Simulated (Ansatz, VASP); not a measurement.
## Ca3As: VASP beside Ansatz

```
Ca As
1.0
     5.15252    0.00000    0.00000
    -2.57626    4.46221    0.00000
     0.00000    0.00000    4.05176
Ca As
3 1
Direct
  0.50000 0.00000 0.00000
  0.00000 0.50000 0.00000
  0.50000 0.50000 0.00000
  0.00000 0.00000 0.50000
```

Alike in both runs: task relaxation of cell and atoms; functional PBE; k mesh 6 × 6 × 4; occupations gaussian, width 0.1 eV; no spin polarisation.

|  | VASP | Ansatz |
| --- | --- | --- |
| version | VASP 6.6.1 | Ansatz 0.2.0 |
| potentials or method | VASP PAW PBE potentials, release 64 (Ca_sv, As), cutoff 600 eV | scalar-relativistic, plane waves, PAW |
| valence electrons in the cell | 35 | 45 |

|  | VASP | Ansatz | Ansatz less VASP |
| --- | --- | --- | --- |
| gap on the k mesh at the Fermi level, each at its own relaxed structure (eV) | none | none | - |
| relaxed volume (Å³/atom) | 29.51 | 29.45 | -0.056 |
| relaxed length of the cell vector where the two differ most in proportion (Å) | 3.319 | 3.315 | -0.0040 |

A gap of «none» marks a metal or a gap that the smearing closes. VASP's potentials hold 35 valence electrons a cell and Ansatz's 45, so a difference there can come from the potentials and not from the codes.

The k mesh is coarse, so the values compare programs but aren't converged. Noted on VASP's run: the volume moved by over 15 % at a fixed basis, so the end points are rough.
